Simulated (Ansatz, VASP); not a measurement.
## Two plane-wave programs on AlN

File INCAR:

```
PREC = Accurate ; ENCUT = 520
EDIFF = 1E-6 ; ISMEAR = 0
SIGMA = 0.05 ; LREAL = F
LASPH = T ; NELM = 60
ALGO = Normal ; ISIF = 2
LWAVE = F ; LCHARG = F
GGA = PE ; NBANDS = 11
```

The input KPOINTS:

```
Automatic mesh
0
Gamma
  10 10 10
```

Contents of POSCAR:

```
AlN
1.0
   -0.0850776092      2.0963995499      2.0963995499
    2.0963995499     -0.0850776092      2.0963995499
    2.0963995499      2.0963995499     -0.0850776092
Al N
1 1
Direct
    0.5000000000      0.5000000000      0.5000000000
    0.0000000000      0.0000000000      0.0000000000
```

Input for Ansatz:

```yaml
crystal:
  lattice:
    - [-0.0850776092, 2.0963995499, 2.0963995499]
    - [2.0963995499, -0.0850776092, 2.0963995499]
    - [2.0963995499, 2.0963995499, -0.0850776092]
  atoms:
    - { symbol: Al, position: [0.5, 0.5, 0.5] }
    - { symbol: "N", position: [0.0, 0.0, 0.0] }
basis:
  ecutwfc: 520.0
kpoints:
  mp_grid: { grid: [10, 10, 10] }
hamiltonian:
  xc: pbe
  pseudopotentials: { kind: paw, azcp: { folder: soft_1 } }
scf:
  occupations: { method: gaussian, width: 0.05 }
output:
  forces: true
  stress: true
  eigenvalues: true
  write_density: true
  write_potential: true
  elf: true
  volumetric_format: npy
```

Alike in both runs: task single point; functional PBE; k mesh 10 × 10 × 10; occupations gaussian, width 0.05 eV; no spin polarisation.

|  | VASP | Ansatz |
| --- | --- | --- |
| version | VASP 6.6.1 | Ansatz 0.2.0 |
| potentials or method | VASP PAW PBE potentials, release 64 (Al, N), cutoff 520 eV | scalar-relativistic, plane waves, PAW |
| valence electrons in the cell | 8 | 8 |

|  | VASP | Ansatz | Ansatz less VASP |
| --- | --- | --- | --- |
| gap on the k mesh at the Fermi level (eV) | 2.50 | 2.52 | +0.014 |
| least direct gap on the mesh (eV) | 2.89 | 2.89 | -0.002 |
| pressure (GPa) | -27.4 | -27.3 | +0.13 |
| traceless stress, the component that is largest in VASP (GPa) | 9.24 | 9.23 | -0.007 |
